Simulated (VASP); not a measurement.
# CaF2 (Fm-3m) in VASP: single point with PBE

Aim: the single point of CaF2 with PBE.

Everything below comes from runs of VASP 6.6.1. Logs are shortened: lines on timing, memory, paths and dates and some standing lists are left out, and cuts for length are marked.

## 1. The cell of the first run

The structure is cubic, space group Fm-3m (No. 225). The conventional cell has a = 5.511 Å, b = 5.511 Å, c = 5.511 Å, α = 90.00°, β = 90.00°, γ = 90.00°. Ca (site symmetry m-3m) has 8 F at 2.39 Å within 3.2 Å. Within 3.2 Å of F (site symmetry -43m) lie 4 Ca at 2.39 Å and 6 F at 2.76 Å.

## 2. Single point, PBE

File INCAR:

```
SYSTEM = CaF2
PREC = Accurate
ENCUT = 600
EDIFF = 1E-6
ISMEAR = 0
SIGMA = 0.02
LREAL = .FALSE.
LASPH = .TRUE.
NELM = 120
ALGO = Normal
ISIF = 2
LWAVE = .FALSE.
LCHARG = .FALSE.
GGA = PE
NBANDS = 19
GGA_COMPAT = .FALSE.
```

File KPOINTS:

```
regular mesh
0
G
  8 8 8
  0 0 0
```

File POSCAR:

```
CaF2
1.0
    0.0000000000      2.7555141459      2.7555141459
    2.7555141459      0.0000000000      2.7555141459
    2.7555141459      2.7555141459      0.0000000000
Ca F
1 2
Direct
    0.0000000000      0.0000000000      0.0000000000
    0.2500000000      0.2500000000      0.2500000000
    0.7500000000      0.7500000000      0.7500000000
```

Potentials or basis: VASP PAW PBE potentials, release 64 (Ca_sv, F).

Run with:

```sh
$ cat potpaw_PBE.64/Ca_sv/POTCAR potpaw_PBE.64/F/POTCAR > POTCAR
$ mpirun -np 1 vasp_std > vasp.out
```

OUTCAR:

```text
SYSTEM = CaF2
   PREC = Accurate
   ENCUT = 600
   EDIFF = 1E-6
   ISMEAR = 0
   LREAL = .FALSE.
   LASPH = .TRUE.
   NELM = 120
   ISIF = 2
   GGA = PE

 ion  position               nearest neighbor table
   1  0.000  0.000  0.000-   3 2.39   3 2.39   3 2.39   2 2.39   3 2.39   2 2.39   2 2.39   2 2.39

   2  0.250  0.250  0.250-   1 2.39   1 2.39   1 2.39   1 2.39
   3  0.750  0.750  0.750-   1 2.39   1 2.39   1 2.39   1 2.39

  LATTYP: Found a face centered cubic cell.
 ALAT       =     5.5110282918

  Lattice vectors:

 A1 = (   0.0000000000,   2.7555141459,   2.7555141459)
 A2 = (   2.7555141459,   0.0000000000,   2.7555141459)
 A3 = (   2.7555141459,   2.7555141459,   0.0000000000)

Analysis of symmetry for initial positions (statically):
=====================================================================
 Subroutine PRICEL returns:
 Original cell was already a primitive cell.

 Routine SETGRP: Setting up the symmetry group for a
 face centered cubic supercell.

 Subroutine GETGRP returns: Found 48 space group operations
 (whereof 48 operations were pure point group operations)
 out of a pool of 48 trial point group operations.

The static configuration has the point symmetry O_h .

Analysis of symmetry for dynamics (positions and initial velocities):
=====================================================================
 Subroutine PRICEL returns:
 Original cell was already a primitive cell.

 Routine SETGRP: Setting up the symmetry group for a
 face centered cubic supercell.

 Subroutine GETGRP returns: Found 48 space group operations
 (whereof 48 operations were pure point group operations)
 out of a pool of 48 trial point group operations.

The dynamic configuration has the point symmetry O_h .

 Subroutine INISYM returns: Found 48 space group operations
 (whereof 48 operations are pure point group operations),
 and found     1 'primitive' translations

----------------------------------------------------------------------------------------

                                     Primitive cell

  volume of cell :      41.8445

  direct lattice vectors                    reciprocal lattice vectors
     0.000000000  2.755514146  2.755514146    -0.181454340  0.181454340  0.181454340
     2.755514146  0.000000000  2.755514146     0.181454340 -0.181454340  0.181454340
     2.755514146  2.755514146  0.000000000     0.181454340  0.181454340 -0.181454340

  length of vectors
     3.896885476  3.896885476  3.896885476     0.314288136  0.314288136  0.314288136

[... 81 lines left out ...]
   NELM   =    120;   NELMIN=  2; NELMDL= -5     # of ELM steps
   EDIFF  = 0.1E-05   stopping-criterion for ELM
   LREAL  =      F    real-space projection
   EDIFFG = 0.1E-04   stopping-criterion for IOM
   NSW    =      0    number of steps for IOM
   IBRION =     -1    ionic relax: 0-MD 1-quasi-New 2-CG
   NFREE  =      0    steps in history (QN), initial steepest desc. (CG)
   ISIF   =      2    stress and relaxation
   ISYM   =      2    0-nonsym 1-usesym 2-fastsym
   POTIM  = 0.5000    time-step for ionic-motion
   TEBEG  =    0.0;   TEEND  =   0.0 temperature during run
   PSTRESS=    0.0 pullay stress
   NELECT =      24.0000    total number of electrons
   NUPDOWN=      -1.0000    fix difference up-down
   EMIN   =  10.00;   EMAX   =-10.00  energy-range for DOS
   EFERMI =   0.00;   METHOD = LEGACY
   ISMEAR =     0;   SIGMA  =   0.02  broadening in eV -4-tet -1-fermi 0-gaus
   EFERMI_NEDOS =   21; number of points for ismear=-14 and -15
   IALGO  =     38    algorithm
   IMIX   =      4    mixing-type and parameters
     AMIX     =   0.40;   BMIX     =  1.00
     AMIX_MAG =   1.60;   BMIX_MAG =  1.00
  volume/ion in A,a.u.               =      13.95        94.13
  Fermi-wavevector in a.u.,A,eV,Ry     =   1.360189  2.570385 25.172332  1.850114
  Thomas-Fermi vector in A             =   2.486873
   LORBIT       =      0    0 simple, 1 ext, 2 COOP (PROOUT), +10 PAW based schemes
   GGA     = PE    functional components
   LHFCALC =     F    Hartree Fock is set to
   AEXX    =    0.0000 exact exchange contribution
   IVDW    =     0    specifies the selected vdW correction
   LEPSILON=     F    determine dielectric tensor
   LRPA    =     F    only Hartree local field effects (RPA)
 non-spin polarized calculation
 Gauss-broadening in eV      SIGMA  =   0.02
  energy-cutoff  :      600.00
  volume of cell :       41.84
 maximum number of plane-waves:      1411
   NGX = 15   NGY = 15   NGZ = 15

 number of electron      24.0000003 magnetization

 Free energy of the ion-electron system (eV)
  ---------------------------------------------------
  ext. energy  EPLUGINS =         0.00000000
  ---------------------------------------------------
  free energy    TOTEN  =       -17.34474713 eV

  energy without entropy =      -17.34474713  energy(sigma->0) =      -17.34474713

 E-fermi :  -0.8895     XC(G=0):  -9.4990

 val. band max:       -1.1124332974   @ k =   0.5000   0.5000   0.0000
 cond. band min:       6.0103421005   @ k =   0.0000   0.0000   0.0000
 fundamental gap:      7.1227753978
 Fermi energy:        -0.8895319837

 k-point     1 :       0.0000    0.0000    0.0000
  band No.  band energies     occupation
      1     -37.2667      2.00000
      2     -20.9822      2.00000
      3     -20.2511      2.00000
      4     -18.2056      2.00000
      5     -18.2056      2.00000
      6     -18.2056      2.00000
[... 505 lines left out ...]
      6     -17.8155      2.00000
[... 11 lines left out ...]
     18      11.2170      0.00000
     19      12.7619      0.00000

 [... further k-points ...]

------------------------ aborting loop because EDIFF is reached ----------------------------------------

  FORCE on cell =-STRESS in cart. coord.  units (eV):
  Direction    XX          YY          ZZ          XY          YZ          ZX
  --------------------------------------------------------------------------------------
  -------------------------------------------------------------------------------------
  Total        0.0472882      0.0472882      0.0472882      0.0000000      0.0000000      0.0000000
  in kB        1.8106107      1.8106107      1.8106107      0.0000000      0.0000000      0.0000000
  external PRESSURE =       1.8106107 kB  Pullay stress =       0.0000000 kB

 VOLUME and BASIS-vectors are now :
 -----------------------------------------------------------------------------
  energy-cutoff  :      600.00
  volume of cell :       41.84
      direct lattice vectors                 reciprocal lattice vectors
     0.000000000  2.755514146  2.755514146    -0.181454340  0.181454340  0.181454340
     2.755514146  0.000000000  2.755514146     0.181454340 -0.181454340  0.181454340
     2.755514146  2.755514146  0.000000000     0.181454340  0.181454340 -0.181454340

 POSITION                                       TOTAL-FORCE (eV/Angst)
 -----------------------------------------------------------------------------------
      0.00000      0.00000      0.00000         0.000000     -0.000000     -0.000000
      1.37776      1.37776      1.37776         0.000000      0.000000      0.000000
      4.13327      4.13327      4.13327        -0.000000     -0.000000     -0.000000
 -----------------------------------------------------------------------------------
    total drift:                                0.000000     -0.000000      0.000000

  FREE ENERGIE OF THE ION-ELECTRON SYSTEM (eV)
  ---------------------------------------------------
  free  energy   TOTEN  =       -17.3447471294 eV

  energy  without entropy=      -17.3447471294  energy(sigma->0) =      -17.34474713
```

It took 24 s on 1 thread of AMD EPYC 7R13 (Zen 3), shared host; peak memory 0.16 GiB.

What came out:

| Item | Value |
| --- | --- |
| Free energy | -17.3447 eV |
| Pressure | 0.2 GPa |
| Band gap on the k mesh | 7.12 eV (least direct gap 7.37 eV) |

Levels at points of the mesh, in eV from the valence-band top:
```csv
k point,band 9,band 10,band 11,band 12,band 13,band 14,band 15,band 16
"(0.00, 0.00, 0.00)",-2.03,-0.25,-0.25,-0.25,7.12,9.06,9.06,11.02
"(0.50, 0.00, 0.00)",-1.26,-1.20,-0.82,-0.82,9.26,9.26,9.57,10.60
"(0.50, 0.50, 0.00)",-1.61,-0.35,-0.35,0.00,8.04,9.36,9.94,10.69
```
